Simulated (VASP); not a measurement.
# ZnAu (Pm-3m) in VASP: notebook

The runs below take ZnAu through single point, relaxation of cell and atoms, with LDA.

All numbers are computed with VASP 6.6.1; they aren't measurements. Logs are shortened: lines on timing, memory, paths and dates and some standing lists are left out, and cuts for length are marked.

## Step 1: The cell of the first run

Symmetry: Pm-3m, No. 221, cubic system. Conventional cell: a = 3.095 Å, b = 3.095 Å, c = 3.095 Å, α = 90.00°, β = 90.00°, γ = 90.00°. Within 3.5 Å of Zn (site symmetry m-3m) lie 8 Au at 2.68 Å and 6 Zn at 3.10 Å. Within 3.5 Å of Au (site symmetry m-3m) lie 8 Zn at 2.68 Å and 6 Au at 3.10 Å.

## Step 2: Single point, LDA

INCAR reads:

```
SYSTEM = ZnAu
PREC     = Accurate       ! precision mode
ENCUT    = 520            ! plane-wave cutoff, eV
EDIFF    = 1E-7           ! SCF threshold, eV
ISMEAR   = 0              ! smearing method
SIGMA    = 0.1            ! smearing width, eV
LREAL    = .False.        ! projectors in reciprocal space
LASPH    = .True.         ! aspherical terms in the spheres
NELM     = 100            ! most SCF steps
ALGO     = Fast           ! electronic algorithm
ISIF     = 2              ! what is computed and relaxed
LWAVE    = .False.        ! write WAVECAR
LCHARG   = .True.         ! write CHGCAR
GGA      = CA             ! functional
LELF     = .True.         ! ELF
LVHAR    = .True.       
NBANDS   = 18             ! bands
```

KPOINTS reads:

```
regular mesh
0
Gamma
  14 14 14
  0 0 0
```

POSCAR reads:

```
ZnAu
1.0
    3.0953945499      0.0000000000      0.0000000000
    0.0000000000      3.0953945499      0.0000000000
    0.0000000000      0.0000000000      3.0953945499
Zn Au
1 1
Direct
    0.5000000000      0.5000000000      0.5000000000
    0.0000000000      0.0000000000      0.0000000000
```

Potentials or basis: VASP PAW LDA potentials, release 64 (Zn, Au).

The run is started by

```
cat potpaw_LDA.64/Zn/POTCAR potpaw_LDA.64/Au/POTCAR > POTCAR
mpirun -np 1 vasp_std > vasp.out
```

OUTCAR:

```text
SYSTEM = ZnAu
   PREC = Accurate
   ENCUT = 520
   EDIFF = 1E-7
   ISMEAR = 0
   LREAL = .False.
   LASPH = .True.
   NELM = 100
   ISIF = 2
   GGA = CA

 ion  position               nearest neighbor table
   1  0.500  0.500  0.500-   2 2.68   2 2.68   2 2.68   2 2.68   2 2.68   2 2.68   2 2.68   2 2.68

   2  0.000  0.000  0.000-   1 2.68   1 2.68   1 2.68   1 2.68   1 2.68   1 2.68   1 2.68   1 2.68

  LATTYP: Found a simple cubic cell.
 ALAT       =     3.0953945499

  Lattice vectors:

 A1 = (   3.0953945499,   0.0000000000,   0.0000000000)
 A2 = (   0.0000000000,   3.0953945499,   0.0000000000)
 A3 = (   0.0000000000,   0.0000000000,   3.0953945499)

Analysis of symmetry for initial positions (statically):
=====================================================================
 Subroutine PRICEL returns:
 Original cell was already a primitive cell.

 Routine SETGRP: Setting up the symmetry group for a
 simple cubic supercell.

 Subroutine GETGRP returns: Found 48 space group operations
 (whereof 48 operations were pure point group operations)
 out of a pool of 48 trial point group operations.

The static configuration has the point symmetry O_h .

Analysis of symmetry for dynamics (positions and initial velocities):
=====================================================================
 Subroutine PRICEL returns:
 Original cell was already a primitive cell.

 Routine SETGRP: Setting up the symmetry group for a
 simple cubic supercell.

 Subroutine GETGRP returns: Found 48 space group operations
 (whereof 48 operations were pure point group operations)
 out of a pool of 48 trial point group operations.

The dynamic configuration has the point symmetry O_h .

 Subroutine INISYM returns: Found 48 space group operations
 (whereof 48 operations are pure point group operations),
 and found     1 'primitive' translations

----------------------------------------------------------------------------------------

                                     Primitive cell

  volume of cell :      29.6584

  direct lattice vectors                    reciprocal lattice vectors
     3.095394550  0.000000000  0.000000000     0.323060593  0.000000000  0.000000000
     0.000000000  3.095394550  0.000000000     0.000000000  0.323060593  0.000000000
     0.000000000  0.000000000  3.095394550     0.000000000  0.000000000  0.323060593

  length of vectors
     3.095394550  3.095394550  3.095394550     0.323060593  0.323060593  0.323060593

  position of ions in fractional coordinates (direct lattice)
     0.500000000  0.500000000  0.500000000
     0.000000000  0.000000000  0.000000000

  ion indices of the primitive-cell ions
   primitive index   ion index
                 1           1
                 2           2

----------------------------------------------------------------------------------------

 KPOINTS: regular mesh

Automatic generation of k-mesh.
 Grid dimensions read from file:
 generate k-points for:   14   14   14

 Generating k-lattice:

  Cartesian coordinates                     Fractional coordinates (reciprocal lattice)
     0.023075757  0.000000000  0.000000000     0.071428571  0.000000000  0.000000000
     0.000000000  0.023075757  0.000000000     0.000000000  0.071428571  0.000000000
     0.000000000  0.000000000  0.023075757     0.000000000  0.000000000  0.071428571

  Length of vectors
     0.023075757  0.023075757  0.023075757

  Shift w.r.t. Gamma in fractional coordinates (k-lattice)
     0.000000000  0.000000000  0.000000000

 Subroutine IBZKPT returns following result:
 ===========================================

 Found    120 irreducible k-points:

 Following reciprocal coordinates:
            Coordinates               Weight
  0.000000  0.000000  0.000000      1.000000
  0.071429  0.000000  0.000000      6.000000
  0.142857  0.000000  0.000000      6.000000
  0.214286  0.000000  0.000000      6.000000
  0.285714  0.000000  0.000000      6.000000
  0.357143  0.000000  0.000000      6.000000
[... 16 lines left out ...]
  0.285714  0.214286  0.000000     24.000000
  0.357143  0.214286  0.000000     24.000000
 [... further k-points ...]
   k-points           NKPTS =    120   k-points in BZ     NKDIM =    120   number of bands    NBANDS=     18
   number of dos      NEDOS =    301   number of ions     NIONS =      2
   total plane-waves  NPLWV =  13824
   dimension x,y,z NGX =    24 NGY =   24 NGZ =   24
   dimension x,y,z NGXF=    48 NGYF=   48 NGZF=   48
   ions per type =               1   1
   NGX,Y,Z   is equivalent  to a cutoff of  12.89, 12.89, 12.89 a.u.
   NGXF,Y,Z  is equivalent  to a cutoff of  25.78, 25.78, 25.78 a.u.
 SYSTEM =  ZnAu
   PREC   = accura    normal or accurate (medium, high low for compatibility)
   ISTART =      0    job   : 0-new  1-cont  2-samecut
   ICHARG =      2    charge: 1-file 2-atom 10-const
   ISPIN  =      1    spin polarized calculation?
   LNONCOLLINEAR =      F non collinear calculations
   LSORBIT =      F    spin-orbit coupling
   LASPH  =      T    aspherical Exc in radial PAW
   ENCUT  =  520.0 eV  38.22 Ry    6.18 a.u.   5.76  5.76  5.76*2*pi/ulx,y,z
   NELM   =    100;   NELMIN=  2; NELMDL= -5     # of ELM steps
   EDIFF  = 0.1E-06   stopping-criterion for ELM
   LREAL  =      F    real-space projection
   EDIFFG = 0.1E-05   stopping-criterion for IOM
   NSW    =      0    number of steps for IOM
   IBRION =     -1    ionic relax: 0-MD 1-quasi-New 2-CG
   NFREE  =      0    steps in history (QN), initial steepest desc. (CG)
   ISIF   =      2    stress and relaxation
   ISYM   =      2    0-nonsym 1-usesym 2-fastsym
   POTIM  = 0.5000    time-step for ionic-motion
   TEBEG  =    0.0;   TEEND  =   0.0 temperature during run
   PSTRESS=    0.0 pullay stress
   NELECT =      23.0000    total number of electrons
   NUPDOWN=      -1.0000    fix difference up-down
   EMIN   =  10.00;   EMAX   =-10.00  energy-range for DOS
   EFERMI =   0.00;   METHOD = LEGACY
   ISMEAR =     0;   SIGMA  =   0.10  broadening in eV -4-tet -1-fermi 0-gaus
   EFERMI_NEDOS =   21; number of points for ismear=-14 and -15
   IALGO  =     68    algorithm
   IMIX   =      4    mixing-type and parameters
     AMIX     =   0.40;   BMIX     =  1.00
     AMIX_MAG =   1.60;   BMIX_MAG =  1.00
  volume/ion in A,a.u.               =      14.83       100.07
  Fermi-wavevector in a.u.,A,eV,Ry     =   1.504070  2.842280 30.779468  2.262227
  Thomas-Fermi vector in A             =   2.615098
   LORBIT       =      0    0 simple, 1 ext, 2 COOP (PROOUT), +10 PAW based schemes
   GGA     = CA    functional components
   LHFCALC =     F    Hartree Fock is set to
   AEXX    =    0.0000 exact exchange contribution
   IVDW    =     0    specifies the selected vdW correction
   LEPSILON=     F    determine dielectric tensor
   LRPA    =     F    only Hartree local field effects (RPA)
 non-spin polarized calculation
 RMM-DIIS sequential band-by-band and
 Gauss-broadening in eV      SIGMA  =   0.10
  energy-cutoff  :      520.00
  volume of cell :       29.66
 maximum number of plane-waves:       840
 NGX is ok and might be reduce to    24
   NGX = 11   NGY = 11   NGZ = 11

 number of electron      22.9999962 magnetization

 Free energy of the ion-electron system (eV)
  ---------------------------------------------------
  ext. energy  EPLUGINS =         0.00000000
  ---------------------------------------------------
  free energy    TOTEN  =        -6.75599105 eV

  energy without entropy =       -6.75228143  energy(sigma->0) =       -6.75413624

 E-fermi :   7.5269     XC(G=0): -12.9605

 val. band max:        7.5048974912   @ k =   0.5000   0.5000   0.2143
 cond. band min:       7.5337150005   @ k =   0.4286   0.4286   0.3571
 fundamental gap:      0.0288175093
 Fermi energy:         7.5268804688

 k-point     1 :       0.0000    0.0000    0.0000
  band No.  band energies     occupation
      1      -3.5984      2.00000
      2      -0.9277      2.00000
      3      -0.9277      2.00000
      4      -0.1328      2.00000
      5      -0.1328      2.00000
      6      -0.1328      2.00000
[... 10 lines left out ...]
     17      20.1177      0.00000
     18      26.0341      0.00000

 k-point     2 :       0.0714    0.0000    0.0000
  band No.  band energies     occupation
      1      -3.5038      2.00000
      2      -0.9047      2.00000
      3      -0.8967      2.00000
      4      -0.1337      2.00000
      5      -0.1337      2.00000
      6      -0.1240      2.00000
[... 10 lines left out ...]
     17      20.5277      0.00000
     18      26.0251      0.00000

 k-point     3 :       0.1429    0.0000    0.0000
  band No.  band energies     occupation
      1      -3.2243      2.00000
      2      -0.8382      2.00000
      3      -0.8107      2.00000
      4      -0.1359      2.00000
      5      -0.1359      2.00000
      6      -0.0991      2.00000
[... 10 lines left out ...]
     17      21.8485      0.00000
     18      25.9003      0.00000

 k-point     4 :       0.2143    0.0000    0.0000
  band No.  band energies     occupation
      1      -2.7738      2.00000
      2      -0.7362      2.00000
      3      -0.6882      2.00000
      4      -0.1376      2.00000
      5      -0.1376      2.00000
      6      -0.0625      2.00000
[... 375 lines left out ...]
      4      -0.2736      2.00000
      5      -0.0995      2.00000
      6      -0.0226      2.00000
[... 10 lines left out ...]
     17      23.5036      0.00000
     18      23.9061      0.00000

 k-point    23 :       0.2857    0.2143    0.0000
  band No.  band energies     occupation
      1      -1.6191      2.00000
      2      -0.6090      2.00000
      3      -0.3288      2.00000
      4      -0.3054      2.00000
      5      -0.0551      2.00000
      6      -0.0021      2.00000
[... 10 lines left out ...]
     17      23.0928      0.00000
     18      23.5620      0.00000

 k-point    24 :       0.3571    0.2143    0.0000
  band No.  band energies     occupation
      1      -1.2097      2.00000
      2      -0.6035      2.00000
      3      -0.3145      2.00000
      4      -0.2247      2.00000
      5      -0.1098      2.00000
      6       0.2316      2.00000
[... 10 lines left out ...]
     17      22.2344      0.00000
     18      22.6189      0.00000

 [... further k-points ...]

------------------------ aborting loop because EDIFF is reached ----------------------------------------

  FORCE on cell =-STRESS in cart. coord.  units (eV):
  Direction    XX          YY          ZZ          XY          YZ          ZX
  --------------------------------------------------------------------------------------
  -------------------------------------------------------------------------------------
  Total        0.1210271      0.1210271      0.1210271      0.0000000      0.0000000     -0.0000000
  in kB        6.5380065      6.5380065      6.5380065      0.0000000      0.0000000     -0.0000000
  external PRESSURE =       6.5380065 kB  Pullay stress =       0.0000000 kB

 VOLUME and BASIS-vectors are now :
 -----------------------------------------------------------------------------
  energy-cutoff  :      520.00
  volume of cell :       29.66
      direct lattice vectors                 reciprocal lattice vectors
     3.095394550  0.000000000  0.000000000     0.323060593  0.000000000  0.000000000
     0.000000000  3.095394550  0.000000000     0.000000000  0.323060593  0.000000000
     0.000000000  0.000000000  3.095394550     0.000000000  0.000000000  0.323060593

 POSITION                                       TOTAL-FORCE (eV/Angst)
 -----------------------------------------------------------------------------------
      1.54770      1.54770      1.54770         0.000000      0.000000      0.000000
      0.00000      0.00000      0.00000         0.000000      0.000000      0.000000
 -----------------------------------------------------------------------------------
    total drift:                                0.000000      0.000000     -0.000000

  FREE ENERGIE OF THE ION-ELECTRON SYSTEM (eV)
  ---------------------------------------------------
  free  energy   TOTEN  =        -6.7559910528 eV

  energy  without entropy=       -6.7522814301  energy(sigma->0) =       -6.75413624
```

It took 28 s on 1 thread of Intel Xeon Platinum 8375C at 2.90GHz (Ice Lake), shared host; peak memory 0.18 GiB.

Results:

- Free energy: -6.7560 eV
- Pressure: 0.7 GPa
- Band gap on the k mesh: zero (an odd number of electrons rules out a gap without spin polarisation)

Caveat: spin-orbit coupling is left out, which moves the levels of the heavy elements.

## Step 3: Relaxation of cell and atoms, LDA

This run uses another cell than the first one, of 16.18 Å³/atom.

INCAR reads:

```
SYSTEM = ZnAu
ALGO     = Normal         ! electronic algorithm
EDIFF    = 1E-6           ! SCF threshold, eV
EDIFFG   = -0.005         ! ionic threshold
ENCUT    = 600            ! plane-wave cutoff, eV
IBRION   = 2              ! ionic algorithm
ISIF     = 3              ! what is computed and relaxed
ISMEAR   = 0              ! smearing method
LASPH    = .True.         ! aspherical terms in the spheres
LCHARG   = .False.        ! write CHGCAR
LREAL    = .False.        ! projectors in reciprocal space
LWAVE    = .False.        ! write WAVECAR
NELM     = 80             ! most SCF steps
NSW      = 70             ! ionic steps
PREC     = Accurate       ! precision mode
SIGMA    = 0.1            ! smearing width, eV
```

KPOINTS reads:

```
k-points
0
Gamma
  14 14 14
  0 0 0
```

POSCAR reads:

```
ZnAu
1.0
    3.1866969189      0.0000000000      0.0000000000
    0.0000000000      3.1866969189      0.0000000000
    0.0000000000      0.0000000000      3.1866969189
Zn Au
1 1
Direct
    0.5000000000      0.5000000000      0.5000000000
    0.0000000000      0.0000000000      0.0000000000
```

Potentials or basis: VASP PAW LDA potentials, release 64 (Zn, Au).

The run is started by

```
cat potpaw_LDA.64/Zn/POTCAR potpaw_LDA.64/Au/POTCAR > POTCAR
mpirun -np 1 vasp_std > vasp.out
```

Run time: 2.2 min. Hardware: 1 thread of Intel Xeon Platinum 8375C at 2.90GHz (Ice Lake), shared host; peak memory 0.22 GiB.

The run converged. Its results:

```
Free energy                           : -6.7570 eV
Relaxed volume                        : 14.89 Å³/atom
Relaxed cell                          : a = 3.100 Å, b = 3.100 Å, c = 3.100 Å, α = 90.00°, β = 90.00°, γ = 90.00°
Space group after relaxing (to 0.1 Å) : Pm-3m (No. 221)
Energy gained by relaxing             : 45.3 meV/atom
Ionic steps                           : 4
Pressure after relaxing               : 0.0 GPa
Band gap on the k mesh                : zero (an odd number of electrons rules out a gap without spin polarisation)
```

The path:
| step | energy change (eV) | largest force (eV/Å) | pressure (GPa) | volume (Å³) |
| --- | --- | --- | --- | --- |
| 1 | 0.0000 | 0.0000 | -10.43 | 32.36 |
| 2 | -0.0032 | 0.0000 | 14.24 | 27.67 |
| 3 | -0.0907 | 0.0000 | -0.14 | 29.83 |
| 4 | -0.0907 | 0.0000 | 0.05 | 29.79 |

Final structure:
```
CELL_PARAMETERS angstrom
3.09980 0.00000 0.00000
0.00000 3.09980 0.00000
0.00000 0.00000 3.09980
ATOMIC_POSITIONS crystal
Zn 0.50000 0.50000 0.50000
Au 0.00000 0.00000 0.00000
```

Levels at points of the mesh, in eV from the Fermi level:
```csv
k point,band 10,band 11,band 12,band 13,band 14,band 15
"(0.00, 0.00, 0.00)",-3.82,-3.82,4.99,4.99,4.99,9.32
"(0.50, 0.00, 0.00)",-5.13,-4.01,-2.38,10.58,11.41,11.41
"(0.50, 0.50, 0.00)",-3.20,-2.18,-2.18,1.00,2.72,10.49
"(0.50, 0.50, 0.50)",-3.14,1.38,3.81,3.81,3.81,3.84
```

Caveat: spin-orbit coupling is left out, which moves the levels of the heavy elements.
